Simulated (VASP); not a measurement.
Crystal: ZrB2.

```
Zr B
1.0
     3.17000    0.00000    0.00000
    -1.58500    2.74530    0.00000
     0.00000    0.00000    3.53300
Zr B
1 2
Cartesian
  0.0000 0.0000 0.0000
  1.5850 0.9151 1.7665
  0.0000 1.8302 1.7665
```

```yaml
Program: VASP 6.6.1
Task: relaxation of cell and atoms
Functional: BLYP
Dispersion: D3(BJ)
Potentials_or_basis: VASP PAW PBE potentials, release 64 (Zr_sv, B)
Cutoff: 600 eV
k_mesh: 10 × 10 × 8
Occupations: fermi-dirac, width 0.05 eV
Spin: no spin polarisation
```

At the start: pressure -6.5 GPa; volume 10.25 Å³/atom.

Q: Where does the relaxation end?

A: Over 4 steps the energy falls by 8.1 meV/atom and the volume is 9.98 Å³/atom (-2.6 %); space group P6/mmm (No. 191, to 0.1 Å) before and after.

Step by step:
```csv
step,energy change (eV),largest force (eV/Å),pressure (GPa),volume (Å³)
1,0.0000,0.0000,-6.54,30.75
2,0.0042,0.0000,9.18,28.92
3,-0.0227,0.0000,0.54,29.85
4,-0.0242,0.0000,-0.03,29.94
```

Final structure:
```cif
data_structure
_symmetry_space_group_name_H-M 'P 1'
_symmetry_Int_Tables_number 1
_cell_length_a 3.1237
_cell_length_b 3.1237
_cell_length_c 3.5427
_cell_angle_alpha 90.000
_cell_angle_beta 90.000
_cell_angle_gamma 120.000
_cell_volume 29.94
loop_
_atom_site_label
_atom_site_type_symbol
_atom_site_fract_x
_atom_site_fract_y
_atom_site_fract_z
_atom_site_occupancy
Zr1 Zr 0.00000 0.00000 0.00000 1
B1 B 0.66667 0.33333 0.50000 1
B2 B 0.33333 0.66667 0.50000 1
```

Caveat: the PAW data sets were made with another functional, which shifts forces and pressure a little.
